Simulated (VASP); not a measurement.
Set up this calculation in VASP 6.6.1, as the native input.

| Property | Result |
| --- | --- |
| Task | single point |
| Functional | LDA |
| Potentials or basis | VASP PAW LDA potentials, release 64 (Si, O) |
| Cutoff | 520 eV |
| k mesh | 6 × 6 × 4 |
| Occupations | gaussian, width 0.02 eV |
| Spin | no spin polarisation |
| Dipole correction | no |
| Further INCAR settings | ALGO = Normal; EDIFF = 1e-06; NBANDS = 34 |

The structure of SiO2 lies in POSCAR:

```
SiO2
1.0
    5.0386983975      0.0000000000      0.0000000000
   -2.5193491987      4.3636408142      0.0000000000
    0.0000000000      0.0000000000      5.4143578774
Si O
3 6
Direct
    0.0000000000      0.5000000000      0.3333333333
    0.5000000000      0.5000000000      0.6666666667
    0.5000000000      0.0000000000      0.0000000000
    0.5873778879      0.7936889440      0.8333333333
    0.7936889440      0.5873778879      0.5000000000
    0.7936889440      0.2063110560      0.1666666667
    0.4126221121      0.2063110560      0.8333333333
    0.2063110560      0.4126221121      0.5000000000
    0.2063110560      0.7936889440      0.1666666667
```

This cell differs from its parent crystal: strain along c alone, the other axes held: -2.0 %, then relaxed in part.

One way to write it, as run:

INCAR

```
PREC = Accurate
ENCUT = 520
EDIFF = 1E-6
ISMEAR = 0
SIGMA = 0.02
LREAL = False
LASPH = True
NELM = 100
ALGO = Normal
ISIF = 2
LWAVE = False
LCHARG = False
GGA = CA
NBANDS = 34
```

KPOINTS

```
regular mesh
0
Gamma
  6 6 4
```

Potentials or basis: VASP PAW LDA potentials, release 64 (Si, O).

Run with:

```bash
$ cat potpaw_LDA.64/Si/POTCAR potpaw_LDA.64/O/POTCAR > POTCAR
$ mpirun -np 1 vasp_std > vasp.out
```

It gave:

```yaml
Pressure: 3.7 GPa
Largest_force: 0.006 eV/Å
Band_gap_on_the_k_mesh: 5.56 eV (least direct gap 5.79 eV)
```

Caveat: the cell differs from its parent crystal (strain along c alone, the other axes held: -2.0 %, then relaxed in part); the cell stands under pressure.

It took 110 s on 1 thread of AMD EPYC 7R13, with other jobs on the host, peak memory 0.19 GiB.
